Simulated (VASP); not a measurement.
# AgO (I-4m2) in VASP: notebook

Runs on AgO. Level: PBEsol. Tasks: single point.

Everything below comes from runs of VASP 6.6.1. Logs are shortened: lines on timing, memory, paths and dates and some standing lists are left out, and cuts for length are marked.

**1. The cell of the first run**

Symmetry: I-4m2, No. 119, tetragonal system. The conventional cell has a = 2.895 Å, b = 2.895 Å, c = 4.816 Å, α = 90.00°, β = 90.00°, γ = 90.00°. Within 2.5 Å of Ag (site symmetry -4m2) lie 4 O at 1.88 Å. O (site symmetry -4m2) has 4 Ag at 1.88 Å within 2.5 Å.

**2. Single point, PBEsol (strain -0.1500 x Voigt [1, 1, 0, 0, 0, 0])**

Input file INCAR:

```
SYSTEM = AgO
ALGO = Normal
EDIFF = 1E-7
ENCUT = 520
GGA = PS
ISIF = 2
ISMEAR = 0
LASPH = .True.
LCHARG = .True.
LELF = .True.
LREAL = .False.
LVHAR = .True.
LWAVE = .False.
NBANDS = 16
NELM = 80
PREC = Accurate
SIGMA = 0.15
```

Input file KPOINTS:

```
k-points
0
Gamma
  18 18 18
  0 0 0
```

Input file POSCAR:

```
AgO
1.0
    0.0000000000      2.0468000000      2.4080000000
    2.0468000000      0.0000000000      2.4080000000
    2.0468000000      2.0468000000      0.0000000000
Ag O
1 1
Direct
    0.0000000000      0.0000000000      0.0000000000
    0.7500000000      0.7500000000      0.7500000000
```

Potentials or basis: VASP PAW PBE potentials, release 64 (Ag, O).

Command:

```sh
$ cat potpaw_PBE.64/Ag/POTCAR potpaw_PBE.64/O/POTCAR > POTCAR
$ mpirun -np 1 vasp_std > vasp.out
```

OUTCAR:

```text
SYSTEM = AgO
   EDIFF = 1E-7
   ENCUT = 520
   GGA = PS
   ISIF = 2
   ISMEAR = 0
   LASPH = .True.
   LREAL = .False.
   NELM = 80
   PREC = Accurate

 ion  position               nearest neighbor table
   1  0.000  0.000  0.000-   2 1.88   2 1.88   2 1.88   2 1.88
   2  0.750  0.750  0.750-   1 1.88   1 1.88   1 1.88   1 1.88

  LATTYP: Found a body centered tetragonal cell.
 ALAT       =     2.8946123195
 C/A-ratio  =     1.6637806616

  Lattice vectors:

 A1 = (  -2.0468000000,   0.0000000000,   2.4080000000)
 A2 = (   2.0468000000,   0.0000000000,   2.4080000000)
 A3 = (   0.0000000000,   2.0468000000,  -2.4080000000)

Analysis of symmetry for initial positions (statically):
=====================================================================
 Subroutine PRICEL returns:
 Original cell was already a primitive cell.

 Routine SETGRP: Setting up the symmetry group for a
 body centered tetragonal supercell.

 Subroutine GETGRP returns: Found  8 space group operations
 (whereof  8 operations were pure point group operations)
 out of a pool of 16 trial point group operations.

The static configuration has the point symmetry D_2d.

Analysis of symmetry for dynamics (positions and initial velocities):
=====================================================================
 Subroutine PRICEL returns:
 Original cell was already a primitive cell.

 Routine SETGRP: Setting up the symmetry group for a
 body centered tetragonal supercell.

 Subroutine GETGRP returns: Found  8 space group operations
 (whereof  8 operations were pure point group operations)
 out of a pool of 16 trial point group operations.

The dynamic configuration has the point symmetry D_2d.

 Subroutine INISYM returns: Found  8 space group operations
 (whereof  8 operations are pure point group operations),
 and found     1 'primitive' translations

----------------------------------------------------------------------------------------

                                     Primitive cell

  volume of cell :      20.1761

  direct lattice vectors                    reciprocal lattice vectors
     0.000000000  2.046800000  2.408000000    -0.244283760  0.244283760  0.207641196
     2.046800000  0.000000000  2.408000000     0.244283760 -0.244283760  0.207641196
     2.046800000  2.046800000  0.000000000     0.244283760  0.244283760 -0.207641196

  length of vectors
     3.160356663  3.160356663  2.894612319     0.403068204  0.403068204  0.403068204

  position of ions in fractional coordinates (direct lattice)
     0.000000000  0.000000000  0.000000000
     0.750000000  0.750000000  0.750000000

[... 78 lines left out ...]
   EDIFFG = 0.1E-05   stopping-criterion for IOM
   NSW    =      0    number of steps for IOM
   IBRION =     -1    ionic relax: 0-MD 1-quasi-New 2-CG
   NFREE  =      0    steps in history (QN), initial steepest desc. (CG)
   ISIF   =      2    stress and relaxation
   ISYM   =      2    0-nonsym 1-usesym 2-fastsym
   POTIM  = 0.5000    time-step for ionic-motion
   TEBEG  =    0.0;   TEEND  =   0.0 temperature during run
   PSTRESS=    0.0 pullay stress
   NELECT =      17.0000    total number of electrons
   NUPDOWN=      -1.0000    fix difference up-down
   EMIN   =  10.00;   EMAX   =-10.00  energy-range for DOS
   EFERMI =   0.00;   METHOD = LEGACY
   ISMEAR =     0;   SIGMA  =   0.15  broadening in eV -4-tet -1-fermi 0-gaus
   EFERMI_NEDOS =   21; number of points for ismear=-14 and -15
   IALGO  =     38    algorithm
   IMIX   =      4    mixing-type and parameters
     AMIX     =   0.40;   BMIX     =  1.00
     AMIX_MAG =   1.60;   BMIX_MAG =  1.00
  volume/ion in A,a.u.               =      10.09        68.08
  Fermi-wavevector in a.u.,A,eV,Ry     =   1.546246  2.921982 32.529870  2.390878
  Thomas-Fermi vector in A             =   2.651510
   LORBIT       =      0    0 simple, 1 ext, 2 COOP (PROOUT), +10 PAW based schemes
   GGA     = PS    functional components
   LHFCALC =     F    Hartree Fock is set to
   AEXX    =    0.0000 exact exchange contribution
   IVDW    =     0    specifies the selected vdW correction
   LEPSILON=     F    determine dielectric tensor
   LRPA    =     F    only Hartree local field effects (RPA)
 non-spin polarized calculation
 Gauss-broadening in eV      SIGMA  =   0.15
  energy-cutoff  :      520.00
  volume of cell :       20.18
 maximum number of plane-waves:       561
   NGX = 11   NGY = 11   NGZ = 11

 number of electron      16.9999997 magnetization

 Free energy of the ion-electron system (eV)
  ---------------------------------------------------
  ext. energy  EPLUGINS =         0.00000000
  ---------------------------------------------------
  free energy    TOTEN  =        -5.76690349 eV

  energy without entropy =       -5.75128508  energy(sigma->0) =       -5.75909428

 E-fermi :  10.0104     XC(G=0): -13.2651

 val. band max:       10.0054096025   @ k =   0.3889   0.0000   0.2222
 cond. band min:      10.0110364604   @ k =  -0.3333   0.0000   0.0556
 fundamental gap:      0.0056268578
 Fermi energy:        10.0104091309

 k-point     1 :       0.0000    0.0000    0.0000
  band No.  band energies     occupation
      1     -11.3893      2.00000
      2       0.5999      2.00000
      3       1.1134      2.00000
      4       1.1134      2.00000
      5       4.6114      2.00000
      6       5.7157      2.00000
[... 433 lines left out ...]
      3       1.1839      2.00000
      4       1.5393      2.00000
      5       5.0781      2.00000
      6       5.3273      2.00000
[... 8 lines left out ...]
     15      31.3761      0.00000
     16      32.2466      0.00000

 [... further k-points ...]

------------------------ aborting loop because EDIFF is reached ----------------------------------------

  FORCE on cell =-STRESS in cart. coord.  units (eV):
  Direction    XX          YY          ZZ          XY          YZ          ZX
  --------------------------------------------------------------------------------------
  -------------------------------------------------------------------------------------
  Total       12.8445050     12.8445050     17.1884855      0.0000000      0.0000000      0.0000000
  in kB     1019.9776609   1019.9776609   1364.9316357      0.0000000      0.0000000      0.0000000
  external PRESSURE =    1134.9623192 kB  Pullay stress =       0.0000000 kB

 VOLUME and BASIS-vectors are now :
 -----------------------------------------------------------------------------
  energy-cutoff  :      520.00
  volume of cell :       20.18
      direct lattice vectors                 reciprocal lattice vectors
     0.000000000  2.046800000  2.408000000    -0.244283760  0.244283760  0.207641196
     2.046800000  0.000000000  2.408000000     0.244283760 -0.244283760  0.207641196
     2.046800000  2.046800000  0.000000000     0.244283760  0.244283760 -0.207641196

 POSITION                                       TOTAL-FORCE (eV/Angst)
 -----------------------------------------------------------------------------------
      0.00000      0.00000      0.00000         0.000000      0.000000      0.000000
      3.07020      3.07020      3.61200        -0.000000     -0.000000     -0.000000
 -----------------------------------------------------------------------------------
    total drift:                                0.000001      0.000001     -0.000002

  FREE ENERGIE OF THE ION-ELECTRON SYSTEM (eV)
  ---------------------------------------------------
  free  energy   TOTEN  =        -5.7669034881 eV

  energy  without entropy=       -5.7512850801  energy(sigma->0) =       -5.75909428
```

Wall time 49 s (1 thread of Intel Xeon 6975P-C (Granite Rapids), shared host); peak memory 0.26 GiB.

Results:

| Quantity | Value |
| --- | --- |
| Free energy | -5.7669 eV |
| Pressure | 113.5 GPa |
| Band gap on the k mesh | zero (an odd number of electrons rules out a gap without spin polarisation) |

Stress tensor (GPa, compression positive):
```
102.00   0.00   0.00
  0.00 102.00   0.00
  0.00   0.00 136.49
```

Caveat: the cell differs from its parent crystal (strain -0.1500 x Voigt [1, 1, 0, 0, 0, 0]); the stress differs along the axes, from 102 to 136 GPa; the PAW data sets were made with another functional, which shifts forces and pressure a little; an odd number of electrons without spin polarisation forces a metal; a magnetic or distorted state may lie lower.

**3. Single point, PBEsol (strain -0.0750 x Voigt [1, 1, 0, 0, 0, 0])**

Input file INCAR:

```
  PREC = Accurate
  ENCUT = 520
  EDIFF = 1E-7
  ISMEAR = 0
  SIGMA = 0.15
  LREAL = F
  LASPH = T
  NELM = 80
  ALGO = Normal
  ISIF = 2
  LWAVE = F
  LCHARG = F
  GGA = PS
  NBANDS = 16
```

Input file KPOINTS:

```
regular mesh
0
Gamma
  18 18 18
```

Input file POSCAR:

```
AgO
1.0
    0.0000000000      2.2274000000      2.4080000000
    2.2274000000      0.0000000000      2.4080000000
    2.2274000000      2.2274000000      0.0000000000
Ag O
1 1
Direct
    0.0000000000      0.0000000000      0.0000000000
    0.7500000000      0.7500000000      0.7500000000
```

Potentials or basis: VASP PAW PBE potentials, release 64 (Ag, O).

Command:

```sh
$ cat potpaw_PBE.64/Ag/POTCAR potpaw_PBE.64/O/POTCAR > POTCAR
$ mpirun -np 1 vasp_std > vasp.out
```

OUTCAR:

```text
PREC = Accurate
   ENCUT = 520
   EDIFF = 1E-7
   ISMEAR = 0
   LREAL = F
   LASPH = T
   NELM = 80
   ISIF = 2
   GGA = PS

 ion  position               nearest neighbor table
   1  0.000  0.000  0.000-   2 1.98   2 1.98   2 1.98   2 1.98
   2  0.750  0.750  0.750-   1 1.98   1 1.98   1 1.98   1 1.98

  LATTYP: Found a body centered tetragonal cell.
 ALAT       =     3.1500192888
 C/A-ratio  =     1.5288795269

  Lattice vectors:

[... 640 lines left out ...]

 [... further k-points ...]

------------------------ aborting loop because EDIFF is reached ----------------------------------------

  FORCE on cell =-STRESS in cart. coord.  units (eV):
  Direction    XX          YY          ZZ          XY          YZ          ZX
  --------------------------------------------------------------------------------------
  -------------------------------------------------------------------------------------
  Total        6.4229599      6.4229599      7.5203976      0.0000000      0.0000000      0.0000000
  in kB      430.6881109    430.6881109    504.2762075      0.0000000      0.0000000      0.0000000
  external PRESSURE =     455.2174764 kB  Pullay stress =       0.0000000 kB

 VOLUME and BASIS-vectors are now :
 -----------------------------------------------------------------------------
  energy-cutoff  :      520.00
  volume of cell :       23.89
      direct lattice vectors                 reciprocal lattice vectors
     0.000000000  2.227400000  2.408000000    -0.224476969  0.224476969  0.207641196
     2.227400000  0.000000000  2.408000000     0.224476969 -0.224476969  0.207641196
     2.227400000  2.227400000  0.000000000     0.224476969  0.224476969 -0.207641196

 POSITION                                       TOTAL-FORCE (eV/Angst)
 -----------------------------------------------------------------------------------
      0.00000      0.00000      0.00000         0.000000      0.000000     -0.000000
      3.34110      3.34110      3.61200        -0.000000     -0.000000      0.000000
 -----------------------------------------------------------------------------------
    total drift:                                0.000000      0.000000     -0.000003

  FREE ENERGIE OF THE ION-ELECTRON SYSTEM (eV)
  ---------------------------------------------------
  free  energy   TOTEN  =        -7.3795156842 eV

  energy  without entropy=       -7.3592509067  energy(sigma->0) =       -7.36938330
```

stdout:

```text
POSCAR found type information on POSCAR AgO
 POSCAR found :  2 types and       2 ions
 scaLAPACK will be used
 -----------------------------------------------------------------------------
|                                                                             |
|                                                                             |
|     You enforced a specific xc type in the INCAR file but a different       |
|     I HOPE YOU KNOW WHAT YOU ARE DOING!                                     |
|                                                                             |
 -----------------------------------------------------------------------------

 LDA part: xc-table for (Slater+PW92), standard interpolation
 POSCAR, INCAR and KPOINTS ok, starting setup
 FFT: planning ... GRIDC
 FFT: planning ... GRID_SOFT
 FFT: planning ... GRID
 WAVECAR not read
 entering main loop
```

Run time: 49 s. Hardware: 1 thread of Intel Xeon 6975P-C (Granite Rapids), shared host; peak memory 0.28 GiB.

What came out:

| Quantity | Value |
| --- | --- |
| Free energy | -7.3795 eV |
| Pressure | 45.5 GPa |
| Band gap on the k mesh | zero (an odd number of electrons rules out a gap without spin polarisation) |

Stress tensor (GPa, compression positive):
```
43.07  0.00  0.00
 0.00 43.07  0.00
 0.00  0.00 50.43
```

Caveat: the cell differs from its parent crystal (strain -0.0750 x Voigt [1, 1, 0, 0, 0, 0]); the stress differs along the axes, from 43 to 50 GPa; the PAW data sets were made with another functional, which shifts forces and pressure a little; an odd number of electrons without spin polarisation forces a metal; a magnetic or distorted state may lie lower.

**4. Single point, PBEsol (strain +0.0375 x Voigt [1, 1, 0, 0, 0, 0])**

Input file INCAR:

```
PREC = Accurate
ENCUT = 520
EDIFF = 1E-6
ISMEAR = 0
SIGMA = 0.15
LREAL = False
LASPH = True
NELM = 60
ALGO = Normal
ISIF = 2
LWAVE = False
LCHARG = False
GGA = PS
NBANDS = 16
```

Input file KPOINTS:

```
Automatic mesh
0
Gamma
  18 18 18
```

Input file POSCAR:

```
AgO
1.0
    0.0000000000      2.4983000000      2.4080000000
    2.4983000000      0.0000000000      2.4080000000
    2.4983000000      2.4983000000      0.0000000000
Ag O
1 1
Direct
    0.0000000000      0.0000000000      0.0000000000
    0.7500000000      0.7500000000      0.7500000000
```

Command:

```sh
$ cat potpaw_PBE.64/Ag/POTCAR potpaw_PBE.64/O/POTCAR > POTCAR
$ mpirun -np 1 vasp_std > vasp.out
```

Run time: 98 s. Hardware: 1 thread of Intel Xeon 6975P-C (Granite Rapids), shared host; peak memory 0.34 GiB.

Results (log left out):

```
Free energy            : -8.0914 eV
Pressure               : 0.7 GPa
Band gap on the k mesh : zero (an odd number of electrons rules out a gap without spin polarisation)
```

Stress tensor (GPa, compression positive):
```
0.83 0.00 0.00
0.00 0.83 0.00
0.00 0.00 0.44
```

Levels at points of the mesh, in eV from the Fermi level:
```csv
k point,band 7,band 8,band 9,band 10,band 11,band 12
"(0.00, 0.00, 0.00)",0.29,0.79,0.79,0.88,13.70,13.70
"(0.50, 0.00, 0.00)",-2.67,-0.05,-0.02,5.30,6.78,13.29
"(0.50, 0.50, 0.00)",-1.63,-1.32,-1.32,5.93,8.96,11.02
"(0.50, 0.00, 0.50)",-1.81,-1.40,-1.22,5.90,8.47,11.41
```

Caveat: the cell differs from its parent crystal (strain +0.0375 x Voigt [1, 1, 0, 0, 0, 0]); the PAW data sets were made with another functional, which shifts forces and pressure a little; an odd number of electrons without spin polarisation forces a metal; a magnetic or distorted state may lie lower.

**5. Overview**

| cell | gap on the mesh (eV) | pressure (GPa) |
| --- | --- | --- |
| a = 3.160, b = 3.160, c = 2.895 Å, angles 62.7, 62.7, 54.5°, 2 atoms | none | 113.5 |
| a = 3.280, b = 3.280, c = 3.150 Å, angles 61.3, 61.3, 57.4°, 2 atoms | none | 45.5 |
| a = 3.470, b = 3.470, c = 3.533 Å, angles 59.4, 59.4, 61.2°, 2 atoms | none | 0.7 |

Alike in all rows: task single point; level PBEsol; potentials or basis VASP PAW PBE potentials, release 64 (Ag, O); no spin polarisation; k mesh 18 × 18 × 18; cutoff (eV) 520; smearing gaussian 0.15 eV.

Caveats: the PAW data sets were made with another functional, which shifts forces and pressure a little; an odd number of electrons without spin polarisation forces a metal; a magnetic or distorted state may lie lower; the stress differs along the axes, from 102 to 136 GPa (at least some runs); the stress differs along the axes, from 43 to 50 GPa (at least some runs).

Absolute energies hang on the potentials; compare differences alone.
